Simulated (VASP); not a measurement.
A run of VASP 6.6.1:

Contents of POSCAR:

```
CsSnBr3
1.0
    5.8411486749      0.0000000000      0.0000000000
    0.0000000000      5.8411486749      0.0000000000
    0.0000000000      0.0000000000      5.8411486749
Cs Sn Br
1 1 3
Direct
    0.0000000000      0.0000000000      0.0000000000
    0.5000000000      0.5000000000      0.5000000000
    0.5000000000      0.5000000000      0.0000000000
    0.5000000000      0.0000000000      0.5000000000
    0.0000000000      0.5000000000      0.5000000000
```

File INCAR.step1:

```
SYSTEM = CsSnBr3
  PREC = Accurate
  ENCUT = 400
  EDIFF = 1E-5
  ISMEAR = 0
  SIGMA = 0.01
  LREAL = .FALSE.
  LASPH = .TRUE.
  NELM = 120
  ALGO = Normal
  ISIF = 2
  LWAVE = .TRUE.
  LCHARG = .FALSE.
  GGA = PE
  NBANDS = 30
  GGA_COMPAT = .FALSE.
```

File INCAR.step2:

```
SYSTEM = CsSnBr3
  PREC = Accurate
  ENCUT = 400
  EDIFF = 1E-6
  ISMEAR = 0
  SIGMA = 0.01
  LREAL = .FALSE.
  LASPH = .TRUE.
  NELM = 120
  ALGO = Normal
  ISIF = 2
  LWAVE = .FALSE.
  LCHARG = .FALSE.
  GGA = PE
  LHFCALC = .TRUE.
  HFSCREEN = 0.2079
  PRECFOCK = Normal
  ISTART = 1
  NBANDS = 30
  GGA_COMPAT = .FALSE.
```

Contents of KPOINTS:

```
Automatic mesh
0
G
  2 2 2
  0 0 0
```

Potentials or basis: VASP PAW PBE potentials, release 64 (Cs_sv, Sn_d, Br).

Launch:

```console
$ cat potpaw_PBE.64/Cs_sv/POTCAR potpaw_PBE.64/Sn_d/POTCAR potpaw_PBE.64/Br/POTCAR > POTCAR
$ cp INCAR.step1 INCAR
$ mpirun -np 1 vasp_std > vasp.out
$ cp INCAR.step2 INCAR
$ mpirun -np 1 vasp_std > vasp.out
```

Hardware: 1 thread of Intel Xeon 8259CL (shared host).

Estimate the wall time of this run.

Wall time 12 min on 1 thread of Intel Xeon 8259CL, with other jobs on the host, peak memory 0.37 GiB. Counts: k points 4.
